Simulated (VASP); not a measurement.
# TiAl (P3m1) in VASP: notebook, part 2 of 3

VASP 6.6.1.

**3. Single point, PBEsol (all Ti atoms moved +0.050 Å, as atom 1 along Cartesian [0 0 1])**

INCAR reads:

```
ALGO = Fast
EDIFF = 1E-7
ENCUT = 520
GGA = PS
ISIF = 2
ISMEAR = 0
LASPH = T
LCHARG = T
LELF = T
LREAL = F
LVHAR = T
LWAVE = F
NBANDS = 14
NELM = 100
PREC = Accurate
SIGMA = 0.15
```

KPOINTS reads:

```
k-points
0
Gamma
  18 18 10
```

POSCAR reads:

```
TiAl
1.0
    2.8672622327      0.0000000000      0.0000000000
   -1.4336311163      2.4831219328      0.0000000000
    0.0000000000      0.0000000000      4.6780830000
Ti Al
1 1
Direct
    0.0000000000      0.0000000000      0.0106881387
    0.3333333333      0.6666666667      0.5000000000
```

Potentials or basis: VASP PAW PBE potentials, release 64 (Ti_sv, Al).

The run is started by

```sh
$ cat potpaw_PBE.64/Ti_sv/POTCAR potpaw_PBE.64/Al/POTCAR > POTCAR
$ mpirun -np 1 vasp_std > vasp.out
```

OUTCAR:

```text
EDIFF = 1E-7
   ENCUT = 520
   GGA = PS
   ISIF = 2
   ISMEAR = 0
   LASPH = T
   LREAL = F
   NELM = 100
   PREC = Accurate

 ion  position               nearest neighbor table
   1  0.000  0.000  0.011-   2 2.82   2 2.82   2 2.82   2 2.91   2 2.91   2 2.91
   2  0.333  0.667  0.500-   1 2.82   1 2.82   1 2.82   1 2.91   1 2.91   1 2.91

  LATTYP: Found a hexagonal cell.
 ALAT       =     2.8672622327
 C/A-ratio  =     1.6315504549

  Lattice vectors:

 A1 = (   2.8672622327,   0.0000000000,   0.0000000000)
 A2 = (  -1.4336311163,   2.4831219328,   0.0000000000)
 A3 = (   0.0000000000,   0.0000000000,   4.6780830000)

Analysis of symmetry for initial positions (statically):
=====================================================================
 Subroutine PRICEL returns:
 Original cell was already a primitive cell.

 Routine SETGRP: Setting up the symmetry group for a
 hexagonal supercell.

 Subroutine GETGRP returns: Found  6 space group operations
 (whereof  6 operations were pure point group operations)
 out of a pool of 24 trial point group operations.

The static configuration has the point symmetry C_3v.

Analysis of symmetry for dynamics (positions and initial velocities):
=====================================================================
 Subroutine PRICEL returns:
 Original cell was already a primitive cell.

 Routine SETGRP: Setting up the symmetry group for a
 hexagonal supercell.

 Subroutine GETGRP returns: Found  6 space group operations
 (whereof  6 operations were pure point group operations)
 out of a pool of 24 trial point group operations.

The dynamic configuration has the point symmetry C_3v.

 Subroutine INISYM returns: Found  6 space group operations
 (whereof  6 operations are pure point group operations),
 and found     1 'primitive' translations

----------------------------------------------------------------------------------------

                                     Primitive cell

  volume of cell :      33.3068

  direct lattice vectors                    reciprocal lattice vectors
     2.867262233  0.000000000  0.000000000     0.348764751  0.201359423  0.000000000
    -1.433631116  2.483121933  0.000000000     0.000000000  0.402718846  0.000000000
     0.000000000  0.000000000  4.678083000     0.000000000  0.000000000  0.213762774

  length of vectors
     2.867262233  2.867262233  4.678083000     0.402718846  0.402718846  0.213762774

  position of ions in fractional coordinates (direct lattice)
     0.000000000  0.000000000  0.010688139
     0.333333333  0.666666667  0.500000000

  ion indices of the primitive-cell ions
   primitive index   ion index
                 1           1
                 2           2

----------------------------------------------------------------------------------------

 KPOINTS: k-points

Automatic generation of k-mesh.
 Grid dimensions read from file:
 generate k-points for:   18   18   10

 Generating k-lattice:

  Cartesian coordinates                     Fractional coordinates (reciprocal lattice)
     0.019375820  0.011186635  0.000000000     0.055555556  0.000000000  0.000000000
     0.000000000  0.022373269  0.000000000     0.000000000  0.055555556  0.000000000
     0.000000000  0.000000000  0.021376277     0.000000000  0.000000000  0.100000000

  Length of vectors
     0.022373269  0.022373269  0.021376277

  Shift w.r.t. Gamma in fractional coordinates (k-lattice)
     0.000000000  0.000000000  0.000000000

 Subroutine IBZKPT returns following result:
 ===========================================

 Found    330 irreducible k-points:

 Following reciprocal coordinates:
            Coordinates               Weight
  0.000000  0.000000  0.000000      1.000000
  0.055556 -0.000000  0.000000      6.000000
  0.111111 -0.000000  0.000000      6.000000
  0.166667 -0.000000  0.000000      6.000000
  0.222222 -0.000000  0.000000      6.000000
  0.277778 -0.000000  0.000000      6.000000
[... 16 lines left out ...]
  0.333333  0.111111  0.000000     12.000000
  0.388889  0.111111  0.000000     12.000000
 [... further k-points ...]
   k-points           NKPTS =    330   k-points in BZ     NKDIM =    330   number of bands    NBANDS=     14
   number of dos      NEDOS =    301   number of ions     NIONS =      2
   total plane-waves  NPLWV =  20736
   dimension x,y,z NGX =    24 NGY =   24 NGZ =   36
   dimension x,y,z NGXF=    48 NGYF=   48 NGZF=   72
   ions per type =               1   1
   NGX,Y,Z   is equivalent  to a cutoff of  13.92, 13.92, 12.79 a.u.
   NGXF,Y,Z  is equivalent  to a cutoff of  27.83, 27.83, 25.59 a.u.
 SYSTEM =  unknown system
   PREC   = accura    normal or accurate (medium, high low for compatibility)
   ISTART =      0    job   : 0-new  1-cont  2-samecut
   ICHARG =      2    charge: 1-file 2-atom 10-const
   ISPIN  =      1    spin polarized calculation?
   LNONCOLLINEAR =      F non collinear calculations
   LSORBIT =      F    spin-orbit coupling
   LASPH  =      T    aspherical Exc in radial PAW
   ENCUT  =  520.0 eV  38.22 Ry    6.18 a.u.   5.33  5.33  8.70*2*pi/ulx,y,z
   NELM   =    100;   NELMIN=  2; NELMDL= -5     # of ELM steps
   EDIFF  = 0.1E-06   stopping-criterion for ELM
   LREAL  =      F    real-space projection
   EDIFFG = 0.1E-05   stopping-criterion for IOM
   NSW    =      0    number of steps for IOM
   IBRION =     -1    ionic relax: 0-MD 1-quasi-New 2-CG
   NFREE  =      0    steps in history (QN), initial steepest desc. (CG)
   ISIF   =      2    stress and relaxation
   ISYM   =      2    0-nonsym 1-usesym 2-fastsym
   POTIM  = 0.5000    time-step for ionic-motion
   TEBEG  =    0.0;   TEEND  =   0.0 temperature during run
   PSTRESS=    0.0 pullay stress
   NELECT =      15.0000    total number of electrons
   NUPDOWN=      -1.0000    fix difference up-down
   EMIN   =  10.00;   EMAX   =-10.00  energy-range for DOS
   EFERMI =   0.00;   METHOD = LEGACY
   ISMEAR =     0;   SIGMA  =   0.15  broadening in eV -4-tet -1-fermi 0-gaus
   EFERMI_NEDOS =   21; number of points for ismear=-14 and -15
   IALGO  =     68    algorithm
   IMIX   =      4    mixing-type and parameters
     AMIX     =   0.40;   BMIX     =  1.00
     AMIX_MAG =   1.60;   BMIX_MAG =  1.00
  volume/ion in A,a.u.               =      16.65       112.38
  Fermi-wavevector in a.u.,A,eV,Ry     =   1.254857  2.371335 21.424622  1.574665
  Thomas-Fermi vector in A             =   2.388641
   LORBIT       =      0    0 simple, 1 ext, 2 COOP (PROOUT), +10 PAW based schemes
   GGA     = PS    functional components
   LHFCALC =     F    Hartree Fock is set to
   AEXX    =    0.0000 exact exchange contribution
   IVDW    =     0    specifies the selected vdW correction
   LEPSILON=     F    determine dielectric tensor
   LRPA    =     F    only Hartree local field effects (RPA)
 non-spin polarized calculation
 RMM-DIIS sequential band-by-band and
 Gauss-broadening in eV      SIGMA  =   0.15
  energy-cutoff  :      520.00
  volume of cell :       33.31
 maximum number of plane-waves:       917
 NGX is ok and might be reduce to    24
   NGX = 11   NGY = 11   NGZ = 17

 number of electron      15.0000002 magnetization

 Free energy of the ion-electron system (eV)
  ---------------------------------------------------
  ext. energy  EPLUGINS =         0.00000000
  ---------------------------------------------------
  free energy    TOTEN  =       -12.93092579 eV

  energy without entropy =      -12.90295355  energy(sigma->0) =      -12.91693967

 E-fermi :   7.7733     XC(G=0): -11.0317

 val. band max:        7.7724825831   @ k =   0.1667   0.0556   0.4000
 cond. band min:       7.7738793588   @ k =   0.3333   0.3333   0.3000
 fundamental gap:      0.0013967757
 Fermi energy:         7.7733210714

 k-point     1 :       0.0000    0.0000    0.0000
  band No.  band energies     occupation
      1     -48.5194      2.00000
      2     -24.9425      2.00000
      3     -24.5171      2.00000
      4     -24.5171      2.00000
      5      -1.1463      2.00000
      6       5.4613      2.00000
      7       5.9590      2.00000
      8       9.0491      0.00000
      9       9.0491      0.00000
     10      10.5305      0.00000
     11      10.5305      0.00000
     12      11.6657      0.00000
     13      20.6523      0.00000
     14      20.6523      0.00000
[... 375 lines left out ...]
 k-point    24 :       0.3889    0.1111    0.0000
  band No.  band energies     occupation
      1     -48.4226      2.00000
      2     -25.0624      2.00000
      3     -24.8471      2.00000
      4     -24.6902      2.00000
      5       3.5655      2.00000
      6       5.8140      2.00000
      7       6.3802      2.00000
      8       7.0074      2.00000
      9       9.3492      0.00000
     10      10.8497      0.00000
     11      11.8121      0.00000
     12      12.4007      0.00000
     13      13.3017      0.00000
     14      14.2376      0.00000

 [... further k-points ...]
[... 5 lines left out ...]
  --------------------------------------------------------------------------------------
  -------------------------------------------------------------------------------------
  Total       -0.4855366     -0.4855366     -0.7315580     -0.0000000      0.0000000      0.0000000
  in kB      -23.3560385    -23.3560385    -35.1905418     -0.0000000      0.0000000      0.0000000
  external PRESSURE =     -27.3008729 kB  Pullay stress =       0.0000000 kB

 VOLUME and BASIS-vectors are now :
 -----------------------------------------------------------------------------
  energy-cutoff  :      520.00
  volume of cell :       33.31
      direct lattice vectors                 reciprocal lattice vectors
     2.867262233  0.000000000  0.000000000     0.348764751  0.201359423  0.000000000
    -1.433631116  2.483121933  0.000000000     0.000000000  0.402718846  0.000000000
     0.000000000  0.000000000  4.678083000     0.000000000  0.000000000  0.213762774

 POSITION                                       TOTAL-FORCE (eV/Angst)
 -----------------------------------------------------------------------------------
      0.00000      0.00000      0.05000         0.000000     -0.000000     -0.334825
     -0.00000      1.65541      2.33904         0.000000      0.000000      0.334825
 -----------------------------------------------------------------------------------
    total drift:                                0.000000      0.000000     -0.000227

  FREE ENERGIE OF THE ION-ELECTRON SYSTEM (eV)
  ---------------------------------------------------
  free  energy   TOTEN  =       -12.9309257906 eV

  energy  without entropy=      -12.9029535503  energy(sigma->0) =      -12.91693967
```

OSZICAR:

```text
N       E                     dE             d eps       ncg     rms          rms(c)
DAV:   1     0.993430214709E+02    0.99343E+02   -0.70085E+03  9240   0.109E+03
DAV:   2    -0.843953970515E+01   -0.10778E+03   -0.10331E+03  9540   0.303E+02
DAV:   3    -0.143927111997E+02   -0.59532E+01   -0.58071E+01 14234   0.668E+01
[... 27 lines left out ...]
RMM:  31    -0.129309251677E+02   -0.26541E-06   -0.31859E-06 10671   0.666E-03    0.465E-04
RMM:  32    -0.129309254016E+02   -0.23382E-06   -0.26409E-06  9634   0.562E-03    0.427E-04
RMM:  33    -0.129309255605E+02   -0.15897E-06   -0.17859E-06  9618   0.485E-03    0.410E-04
RMM:  34    -0.129309257011E+02   -0.14061E-06   -0.14625E-06  8797   0.431E-03    0.203E-04
RMM:  35    -0.129309257906E+02   -0.89479E-07   -0.96203E-07  8260   0.377E-03
   1 F= -.12930926E+02 E0= -.12916940E+02  d E =-.279722E-01
```

It took 4.5 min on 1 thread of AMD EPYC 9R45 (Zen 5), shared host; peak memory 0.25 GiB.

Results:

| Property | Result |
| --- | --- |
| Free energy | -12.9309 eV |
| Pressure | -2.7 GPa |
| Largest force | 0.335 eV/Å |
| Band gap on the k mesh | zero (an odd number of electrons rules out a gap without spin polarisation) |

Forces in eV/Å, atoms in the order of the input:
```
Ti   0.000  0.000 -0.335
Al   0.000  0.000  0.335
```

Caveat: the cell differs from its parent crystal (all Ti atoms moved +0.050 Å, as atom 1 along Cartesian [0 0 1]); the PAW data sets were made with another functional, which shifts forces and pressure a little.

**4. Single point, PBEsol (all Ti atoms moved +0.075 Å, as atom 1 along Cartesian [0 0 1])**

INCAR reads:

```
SYSTEM = TiAl
  PREC = Accurate
  ENCUT = 520
  EDIFF = 1E-6
  ISMEAR = 0
  SIGMA = 0.15
  LREAL = .False.
  LASPH = .True.
  NELM = 60
  ALGO = Fast
  ISIF = 2
  LWAVE = .False.
  LCHARG = .False.
  GGA = PS
  NBANDS = 14
```

KPOINTS reads:

```
regular mesh
0
Gamma
  18 18 10
  0 0 0
```

POSCAR, as its differences from that of step 3:

```diff
@@ -8,3 +8,3 @@
 Direct
-    0.0000000000      0.0000000000      0.0106881387
+    0.0000000000      0.0000000000      0.0160322081
     0.3333333333      0.6666666667      0.5000000000
```

The run is started by

```sh
$ cat potpaw_PBE.64/Ti_sv/POTCAR potpaw_PBE.64/Al/POTCAR > POTCAR
$ mpirun -np 1 vasp_std > vasp.out
```

Run time: 3.6 min. Hardware: 1 thread of AMD EPYC 9R45 (Zen 5), shared host; peak memory 0.25 GiB.

Results (log left out):

```yaml
Free_energy: -12.9205 eV
Pressure: -2.6 GPa
Largest_force: 0.503 eV/Å
Band_gap_on_the_k_mesh: zero (an odd number of electrons rules out a gap without spin polarisation)
```

Forces on the atoms (eV/Å):
```
Ti   0.000  0.000 -0.503
Al   0.000  0.000  0.503
```

Stress tensor (GPa, compression positive):
```
-2.27  0.00  0.00
 0.00 -2.27  0.00
 0.00  0.00 -3.28
```

Levels at points of the mesh, in eV from the Fermi level:
```tsv
k point	band 3	band 4	band 5	band 6	band 7	band 8	band 9	band 10	band 11	band 12
(0.00, 0.00, 0.00)	-32.29	-32.29	-8.92	-2.32	-1.80	1.27	1.27	2.75	2.75	3.89
(0.50, 0.00, 0.00)	-32.62	-32.42	-3.70	-2.83	-1.51	-0.99	2.08	3.96	4.07	4.15
(0.00, 0.00, 0.50)	-32.29	-32.29	-8.02	-5.27	-0.43	1.29	1.29	2.68	2.68	6.76
(0.50, 0.00, 0.50)	-32.62	-32.42	-3.65	-2.42	-1.81	0.54	0.96	1.89	2.93	3.96
```

Caveat: the cell differs from its parent crystal (all Ti atoms moved +0.075 Å, as atom 1 along Cartesian [0 0 1]); the PAW data sets were made with another functional, which shifts forces and pressure a little.

(Continued in part 3 of 3.)
